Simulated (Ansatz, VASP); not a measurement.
In: VASP beside Ansatz

```
CELL_PARAMETERS angstrom
0.00000 2.48646 2.48646
2.48646 0.00000 2.48646
2.48646 2.48646 0.00000
ATOMIC_POSITIONS crystal
In 0.00000 0.00000 0.00000
```

Alike in both runs: task single point; functional PBE; k mesh 19 × 19 × 19; occupations fermi-dirac, width 0.1 eV; no spin polarisation.

```csv
,VASP,Ansatz
version,VASP 6.6.1,Ansatz 0.2.0
potentials or method,"VASP PAW PBE potentials, release 64 (In_d), cutoff 520 eV","plane waves (420 eV) with PAW, scalar-relativistic"
valence electrons in the cell,13,13
```

```tsv
	VASP	Ansatz	Ansatz less VASP
pressure (GPa)	-3.0	-3.0	+0.04
```
